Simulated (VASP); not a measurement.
# Gd (Fm-3m) in VASP: notebook

Gd is run at these levels: PBE; tasks: single point.

All numbers are computed with VASP 6.6.1; they aren't measurements. Logs are shortened: lines on timing, memory, paths and dates and some standing lists are left out, and cuts for length are marked.

### 1 The cell of the first run

Symmetry: Fm-3m, No. 225, cubic system. Conventional cell: a = 5.172 Å, b = 5.172 Å, c = 5.172 Å, α = 90.00°, β = 90.00°, γ = 90.00°. Gd (site symmetry m-3m) has 12 Gd at 3.66 Å within 4.8 Å.

### 2 Single point, PBE, collinear spin, ferromagnetic start

INCAR

```
SYSTEM = Gd
PREC = Accurate
ENCUT = 520
EDIFF = 1E-6
ISMEAR = -1
SIGMA = 0.05
LREAL = .FALSE.
LASPH = .TRUE.
NELM = 150
ALGO = Normal
ISIF = 2
LWAVE = .FALSE.
LCHARG = .TRUE.
ISPIN = 2
MAGMOM = 5.2
LORBIT = 11
NUPDOWN = 5.2
LMAXMIX = 6
GGA = PE
LELF = .TRUE.
LVHAR = .TRUE.
NBANDS = 19
```

KPOINTS

```
regular mesh
0
G
  8 8 8
  0 0 0
```

POSCAR

```
Gd
1.0
    0.0000000000      2.5858190855      2.5858190855
    2.5858190855      0.0000000000      2.5858190855
    2.5858190855      2.5858190855      0.0000000000
Gd
1
Direct
    0.0000000000      0.0000000000      0.0000000000
```

Potentials or basis: VASP PAW PBE potentials, release 64 (Gd).

On the command line:

```sh
$ cat potpaw_PBE.64/Gd/POTCAR > POTCAR
$ mpirun -np 1 vasp_std > vasp.out
```

OUTCAR:

```text
SYSTEM = Gd
   PREC = Accurate
   ENCUT = 520
   EDIFF = 1E-6
   ISMEAR = -1
   LREAL = .FALSE.
   LASPH = .TRUE.
   NELM = 150
   ISIF = 2
   ISPIN = 2
   LORBIT = 11
   NUPDOWN = 5.2
   GGA = PE

 ion  position               nearest neighbor table
   1  0.000  0.000  0.000-

  LATTYP: Found a face centered cubic cell.
 ALAT       =     5.1716381710

  Lattice vectors:

 A1 = (   0.0000000000,   2.5858190855,   2.5858190855)
 A2 = (   2.5858190855,   0.0000000000,   2.5858190855)
 A3 = (   2.5858190855,   2.5858190855,   0.0000000000)

Analysis of symmetry for initial positions (statically):
=====================================================================
 Subroutine PRICEL returns:
 Original cell was already a primitive cell.

 Routine SETGRP: Setting up the symmetry group for a
 face centered cubic supercell.

 Subroutine GETGRP returns: Found 48 space group operations
 (whereof 48 operations were pure point group operations)
 out of a pool of 48 trial point group operations.

The static configuration has the point symmetry O_h .

Analysis of symmetry for dynamics (positions and initial velocities):
=====================================================================
 Subroutine PRICEL returns:
 Original cell was already a primitive cell.

 Routine SETGRP: Setting up the symmetry group for a
 face centered cubic supercell.

 Subroutine GETGRP returns: Found 48 space group operations
 (whereof 48 operations were pure point group operations)
 out of a pool of 48 trial point group operations.

The dynamic configuration has the point symmetry O_h .

Analysis of structural, dynamic, and magnetic symmetry:
=====================================================================
 Subroutine PRICEL returns:
 Original cell was already a primitive cell.

 Routine SETGRP: Setting up the symmetry group for a
 face centered cubic supercell.

 Subroutine GETGRP returns: Found 48 space group operations
 (whereof 48 operations were pure point group operations)
 out of a pool of 48 trial point group operations.

The overall configuration has the point symmetry O_h .

 Subroutine INISYM returns: Found 48 space group operations
 (whereof 48 operations are pure point group operations),
 and found     1 'primitive' translations

----------------------------------------------------------------------------------------

                                     Primitive cell

  volume of cell :      34.5800

  direct lattice vectors                    reciprocal lattice vectors
     0.000000000  2.585819085  2.585819085    -0.193362329  0.193362329  0.193362329
     2.585819085  0.000000000  2.585819085     0.193362329 -0.193362329  0.193362329
     2.585819085  2.585819085  0.000000000     0.193362329  0.193362329 -0.193362329

  length of vectors
     3.656900421  3.656900421  3.656900421     0.334913378  0.334913378  0.334913378

  position of ions in fractional coordinates (direct lattice)
     0.000000000  0.000000000  0.000000000

  ion indices of the primitive-cell ions
   primitive index   ion index
                 1           1

----------------------------------------------------------------------------------------

 KPOINTS: regular mesh

Automatic generation of k-mesh.
 Grid dimensions read from file:
 generate k-points for:    8    8    8

 Generating k-lattice:

  Cartesian coordinates                     Fractional coordinates (reciprocal lattice)
    -0.024170291  0.024170291  0.024170291     0.125000000  0.000000000  0.000000000
     0.024170291 -0.024170291  0.024170291     0.000000000  0.125000000  0.000000000
     0.024170291  0.024170291 -0.024170291     0.000000000  0.000000000  0.125000000

  Length of vectors
     0.041864172  0.041864172  0.041864172

  Shift w.r.t. Gamma in fractional coordinates (k-lattice)
     0.000000000  0.000000000  0.000000000

 Subroutine IBZKPT returns following result:
 ===========================================

 Found     29 irreducible k-points:

 Following reciprocal coordinates:
            Coordinates               Weight
  0.000000  0.000000  0.000000      1.000000
  0.125000  0.000000  0.000000      8.000000
  0.250000  0.000000  0.000000      8.000000
  0.375000  0.000000  0.000000      8.000000
  0.500000  0.000000  0.000000      4.000000
  0.125000  0.125000  0.000000      6.000000
[... 16 lines left out ...]
  0.500000  0.250000  0.125000     48.000000
 -0.375000  0.250000  0.125000     24.000000
 [... further k-points ...]
   k-points           NKPTS =     29   k-points in BZ     NKDIM =     29   number of bands    NBANDS=     19
   number of dos      NEDOS =    301   number of ions     NIONS =      1
   total plane-waves  NPLWV =  21952
   dimension x,y,z NGX =    28 NGY =   28 NGZ =   28
   dimension x,y,z NGXF=    56 NGYF=   56 NGZF=   56
   ions per type =               1
   NGX,Y,Z   is equivalent  to a cutoff of  12.73, 12.73, 12.73 a.u.
   NGXF,Y,Z  is equivalent  to a cutoff of  25.46, 25.46, 25.46 a.u.
 SYSTEM =  Gd
   PREC   = accura    normal or accurate (medium, high low for compatibility)
   ISTART =      0    job   : 0-new  1-cont  2-samecut
   ICHARG =      2    charge: 1-file 2-atom 10-const
   ISPIN  =      2    spin polarized calculation?
   LNONCOLLINEAR =      F non collinear calculations
   LSORBIT =      F    spin-orbit coupling
   LASPH  =      T    aspherical Exc in radial PAW
   ENCUT  =  520.0 eV  38.22 Ry    6.18 a.u.   6.80  6.80  6.80*2*pi/ulx,y,z
   NELM   =    150;   NELMIN=  2; NELMDL= -5     # of ELM steps
   EDIFF  = 0.1E-05   stopping-criterion for ELM
   LREAL  =      F    real-space projection
   EDIFFG = 0.1E-04   stopping-criterion for IOM
   NSW    =      0    number of steps for IOM
   IBRION =     -1    ionic relax: 0-MD 1-quasi-New 2-CG
   NFREE  =      0    steps in history (QN), initial steepest desc. (CG)
   ISIF   =      2    stress and relaxation
   ISYM   =      2    0-nonsym 1-usesym 2-fastsym
   POTIM  = 0.5000    time-step for ionic-motion
   TEBEG  =    0.0;   TEEND  =   0.0 temperature during run
   PSTRESS=    0.0 pullay stress
   NELECT =      18.0000    total number of electrons
   NUPDOWN=       5.2000    fix difference up-down
   EMIN   =  10.00;   EMAX   =-10.00  energy-range for DOS
   EFERMI =   0.00;   METHOD = LEGACY
   ISMEAR =    -1;   SIGMA  =   0.05  broadening in eV -4-tet -1-fermi 0-gaus
   EFERMI_NEDOS =   21; number of points for ismear=-14 and -15
   IALGO  =     38    algorithm
   IMIX   =      4    mixing-type and parameters
     AMIX     =   0.40;   BMIX     =  1.00
     AMIX_MAG =   1.60;   BMIX_MAG =  1.00
  volume/ion in A,a.u.               =      34.58       233.36
  Fermi-wavevector in a.u.,A,eV,Ry     =   1.316914  2.488607 23.596086  1.734263
  Thomas-Fermi vector in A             =   2.446993
   LORBIT       =     11    0 simple, 1 ext, 2 COOP (PROOUT), +10 PAW based schemes
   GGA     = PE    functional components
   LHFCALC =     F    Hartree Fock is set to
   AEXX    =    0.0000 exact exchange contribution
   IVDW    =     0    specifies the selected vdW correction
   LEPSILON=     F    determine dielectric tensor
   LRPA    =     F    only Hartree local field effects (RPA)
 spin polarized calculation
  energy-cutoff  :      520.00
  volume of cell :       34.58
 maximum number of plane-waves:       950
   NGX = 13   NGY = 13   NGZ = 13

 number of electron      18.0000002 magnetization       5.2000003

 Free energy of the ion-electron system (eV)
  ---------------------------------------------------
  ext. energy  EPLUGINS =         0.00000000
  ---------------------------------------------------
  free energy    TOTEN  =       -10.97398934 eV

  energy without entropy =      -10.95601348  energy(sigma->0) =      -10.96500141

 E-fermi :   3.2916     XC(G=0):  -9.6975

 val. band max:        3.2768728978   @ k =   0.1250   0.1250   0.0000
 cond. band min:       1.9897273076   @ k =  -0.2500   0.2500   0.0000
 fundamental gap:     -1.2871455903
 Fermi energy:         1.9809521894

 spin component 1

 k-point     1 :       0.0000    0.0000    0.0000
  band No.  band energies     occupation
      1     -41.8817      1.00000
      2     -19.0029      1.00000
      3     -19.0029      1.00000
      4     -19.0029      1.00000
      5      -1.1767      1.00000
      6      -1.0808      1.00000
[... 11 lines left out ...]
     18      13.1670      0.00000
     19      15.8068      0.00000

 k-point     2 :       0.1250    0.0000    0.0000
  band No.  band energies     occupation
      1     -41.8744      1.00000
      2     -19.0935      1.00000
      3     -19.0146      1.00000
      4     -19.0146      1.00000
      5      -1.0860      1.00000
      6      -1.0719      1.00000
[... 476 lines left out ...]
 k-point    24 :      -0.3750    0.2500    0.1250
  band No.  band energies     occupation
      1     -41.8230      1.00000
      2     -19.5111      1.00000
      3     -19.2376      1.00000
      4     -19.1318      1.00000
      5      -1.1148      1.00000
      6      -1.1023      1.00000
[... 11 lines left out ...]
     18      10.1986      0.00000
     19      14.5178      0.00000

 [... further k-points ...]

 spin component 2

 k-point     1 :       0.0000    0.0000    0.0000
  band No.  band energies     occupation
      1     -39.1406      1.00000
      2     -17.1851      1.00000
      3     -17.1851      1.00000
      4     -17.1851      1.00000
      5      -2.2660      1.00000
      6       3.5126      0.01191
[... 11 lines left out ...]
     18      11.6971      0.00000
     19      14.9364      0.00000

 k-point     2 :       0.1250    0.0000    0.0000
  band No.  band energies     occupation
      1     -39.1303      1.00000
      2     -17.3131      1.00000
      3     -17.2006      1.00000
      4     -17.2006      1.00000
      5      -1.8464      1.00000
      6       3.3611      0.19937
[... 476 lines left out ...]
 k-point    24 :      -0.3750    0.2500    0.1250
  band No.  band energies     occupation
      1     -39.0580      1.00000
      2     -17.8845      1.00000
      3     -17.5066      1.00000
      4     -17.3575      1.00000
      5       1.4957      1.00000
      6       2.4814      1.00000
[... 11 lines left out ...]
     18      10.4280      0.00000
     19      13.7751      0.00000

 [... further k-points ...]

------------------------ aborting loop because EDIFF is reached ----------------------------------------

  FORCE on cell =-STRESS in cart. coord.  units (eV):
  Direction    XX          YY          ZZ          XY          YZ          ZX
  --------------------------------------------------------------------------------------
  -------------------------------------------------------------------------------------
  Total        0.4229798      0.4229798      0.4229798     -0.0000000     -0.0000000      0.0000000
  in kB       19.5977304     19.5977304     19.5977304     -0.0000000     -0.0000000      0.0000000
  external PRESSURE =      19.5977304 kB  Pullay stress =       0.0000000 kB

 VOLUME and BASIS-vectors are now :
 -----------------------------------------------------------------------------
  energy-cutoff  :      520.00
  volume of cell :       34.58
      direct lattice vectors                 reciprocal lattice vectors
     0.000000000  2.585819085  2.585819085    -0.193362329  0.193362329  0.193362329
     2.585819085  0.000000000  2.585819085     0.193362329 -0.193362329  0.193362329
     2.585819085  2.585819085  0.000000000     0.193362329  0.193362329 -0.193362329

 POSITION                                       TOTAL-FORCE (eV/Angst)
 -----------------------------------------------------------------------------------
      0.00000      0.00000      0.00000         0.000000      0.000000      0.000000
 -----------------------------------------------------------------------------------
    total drift:                               -0.000000     -0.000000     -0.000000

  FREE ENERGIE OF THE ION-ELECTRON SYSTEM (eV)
  ---------------------------------------------------
  free  energy   TOTEN  =       -10.9739893393 eV

  energy  without entropy=      -10.9560134765  energy(sigma->0) =      -10.96500141

 total charge

# of ion       s       p       d       f       tot
--------------------------------------------------
    1        2.058   5.578   0.478   7.130  15.244

 magnetization (x)

# of ion       s       p       d       f       tot
--------------------------------------------------
    1       -0.015  -0.133  -0.340   6.649   6.161
```

Run time: 38 s. Hardware: 1 thread of Intel Xeon 6975P-C (Granite Rapids), shared host; peak memory 0.19 GiB.

Results:

```yaml
Free_energy: -10.9740 eV
Pressure: 2.0 GPa
Net_moment: 5.20 μB per cell
Site_moments: Gd +6.16 μB
Valence_electrons_inside_the_program's_atomic_spheres: Gd 15.24
```

Caveat: spin-orbit coupling is left out, which moves the levels of the heavy elements; the total moment is fixed, so each spin has its own Fermi level.

### 3 Single point, PBE, collinear spin, ferromagnetic start

INCAR

```
PREC = Accurate
ENCUT = 520
EDIFF = 1E-7
ISMEAR = -1
SIGMA = 0.05
LREAL = False
LASPH = True
NELM = 150
ALGO = Normal
ISIF = 2
LWAVE = False
LCHARG = True
ISPIN = 2
MAGMOM = 7
LORBIT = 11
NUPDOWN = 7.0
LMAXMIX = 6
GGA = PE
LELF = True
LVHAR = True
NBANDS = 19
```

KPOINTS

```
Automatic mesh
0
Gamma
  8 8 8
```

POSCAR is that of step 2.

Potentials or basis: VASP PAW PBE potentials, release 64 (Gd).

On the command line:

```sh
$ cat potpaw_PBE.64/Gd/POTCAR > POTCAR
$ mpirun -np 1 vasp_std > vasp.out
```

Wall time 41 s (1 thread of Intel Xeon 6975P-C (Granite Rapids), shared host); peak memory 0.19 GiB.

The run converged. Its results:

* Free energy: -11.6372 eV
* Pressure: -1.6 GPa
* Net moment: 7.00 μB per cell
* Site moments: Gd +6.76 μB
* Valence electrons inside the program's atomic spheres: Gd 15.19

Caveat: spin-orbit coupling is left out, which moves the levels of the heavy elements; the total moment is fixed, so each spin has its own Fermi level.

### 4 Single point, PBE, collinear spin, ferromagnetic start

INCAR

```
PREC     = Accurate       # precision mode
ENCUT    = 520            # plane-wave cutoff, eV
EDIFF    = 1E-7           # SCF threshold, eV
ISMEAR   = -1             # smearing method
SIGMA    = 0.05           # smearing width, eV
LREAL    = False          # projectors in reciprocal space
LASPH    = True           # aspherical terms in the spheres
NELM     = 150            # most SCF steps
ALGO     = Normal         # electronic algorithm
ISIF     = 2              # what is computed and relaxed
LWAVE    = False          # write WAVECAR
LCHARG   = False          # write CHGCAR
ISPIN    = 2              # spin polarisation
MAGMOM   = 8.8            # initial moments
LORBIT   = 11             # projections on sites
NUPDOWN  = 8.8            # fixed moment
LMAXMIX  = 6              # l up to which the mixer works
GGA      = PE             # functional
NBANDS   = 19             # bands
```

KPOINTS

```
regular mesh
0
Gamma
  8 8 8
```

POSCAR is that of step 3.

Potentials or basis: VASP PAW PBE potentials, release 64 (Gd).

On the command line:

```sh
$ cat potpaw_PBE.64/Gd/POTCAR > POTCAR
$ mpirun -np 1 vasp_std > vasp.out
```

OUTCAR:

```text
PREC = Accurate
   ENCUT = 520
   EDIFF = 1E-7
   ISMEAR = -1
   LREAL = False
   LASPH = True
   NELM = 150
   ISIF = 2
   ISPIN = 2
   LORBIT = 11
   NUPDOWN = 8.8
   GGA = PE

 ion  position               nearest neighbor table
   1  0.000  0.000  0.000-

  LATTYP: Found a face centered cubic cell.
 ALAT       =     5.1716381710

  Lattice vectors:

 A1 = (   0.0000000000,   2.5858190855,   2.5858190855)
 A2 = (   2.5858190855,   0.0000000000,   2.5858190855)
[... 1263 lines left out ...]
  -------------------------------------------------------------------------------------
  Total        0.2671223      0.2671223      0.2671223      0.0000000      0.0000000      0.0000000
  in kB       12.3764552     12.3764552     12.3764552      0.0000000      0.0000000      0.0000000
  external PRESSURE =      12.3764552 kB  Pullay stress =       0.0000000 kB

 VOLUME and BASIS-vectors are now :
 -----------------------------------------------------------------------------
  energy-cutoff  :      520.00
  volume of cell :       34.58
      direct lattice vectors                 reciprocal lattice vectors
     0.000000000  2.585819085  2.585819085    -0.193362329  0.193362329  0.193362329
     2.585819085  0.000000000  2.585819085     0.193362329 -0.193362329  0.193362329
     2.585819085  2.585819085  0.000000000     0.193362329  0.193362329 -0.193362329

 POSITION                                       TOTAL-FORCE (eV/Angst)
 -----------------------------------------------------------------------------------
      0.00000      0.00000      0.00000         0.000000     -0.000000      0.000000
 -----------------------------------------------------------------------------------
    total drift:                               -0.000000     -0.000000     -0.000000

  FREE ENERGIE OF THE ION-ELECTRON SYSTEM (eV)
  ---------------------------------------------------
  free  energy   TOTEN  =       -11.4282535179 eV

  energy  without entropy=      -11.4168973055  energy(sigma->0) =      -11.42257541

 total charge

# of ion       s       p       d       f       tot
--------------------------------------------------
    1        2.062   5.578   0.608   6.924  15.172

 magnetization (x)

# of ion       s       p       d       f       tot
--------------------------------------------------
    1        0.014  -0.018   0.484   6.893   7.374
```

OSZICAR:

```text
N       E                     dE             d eps       ncg     rms          rms(c)
DAV:   1     0.110121107661E+03    0.11012E+03   -0.66661E+03  2864   0.495E+03
DAV:   2     0.611308846553E+01   -0.10401E+03   -0.96973E+02  2841   0.407E+02
[... 12 lines left out ...]
DAV:  15    -0.114282572093E+02   -0.10673E-03   -0.88780E-04  3744   0.174E-01    0.434E-01
DAV:  16    -0.114282476573E+02    0.95520E-05   -0.12808E-04  3880   0.190E-01    0.576E-01
DAV:  17    -0.114282536546E+02   -0.59973E-05   -0.29472E-05  3943   0.587E-02    0.562E-01
DAV:  18    -0.114282545040E+02   -0.84940E-06   -0.62303E-06  3421   0.458E-02    0.180E-02
DAV:  19    -0.114282535717E+02    0.93236E-06   -0.12777E-06  3326   0.207E-02    0.581E-02
DAV:  20    -0.114282535179E+02    0.53733E-07   -0.46932E-07  3630   0.115E-02
   1 F= -.11428254E+02 E0= -.11422575E+02  d E =-.113562E-01  mag=     8.8000
```

stdout:

```text
POSCAR found type information on POSCAR Gd
 POSCAR found :  1 types and       1 ions
 scaLAPACK will be used
 LDA part: xc-table for (Slater+PW92), standard interpolation
 POSCAR, INCAR and KPOINTS ok, starting setup
 FFT: planning ... GRIDC
 FFT: planning ... GRID_SOFT
 FFT: planning ... GRID
 WAVECAR not read
 entering main loop
```

It took 34 s on 1 thread of Intel Xeon 6975P-C (Granite Rapids), shared host; peak memory 0.19 GiB.

What came out:

```yaml
Free_energy: -11.4283 eV
Pressure: 1.2 GPa
Net_moment: 8.80 μB per cell
Site_moments: Gd +7.37 μB
Valence_electrons_inside_the_program's_atomic_spheres: Gd 15.17
```

Caveat: spin-orbit coupling is left out, which moves the levels of the heavy elements; the total moment is fixed, so each spin has its own Fermi level.

### 5 Summary

```csv
fixed moment (μB),pressure (GPa),moment (μB)
5.2,2.0,5.20
7.0,-1.6,7.00
8.8,1.2,8.80
```

Alike in all rows: task single point; level PBE; potentials or basis VASP PAW PBE potentials, release 64 (Gd); spin collinear, ferromagnetic start; cell as given; k mesh 8 × 8 × 8; cutoff (eV) 520; smearing fermi-dirac 0.05 eV.

Caveats: spin-orbit coupling is left out, which moves the levels of the heavy elements; the total moment is fixed, so each spin has its own Fermi level.

Absolute energies hang on the potentials; compare differences alone.
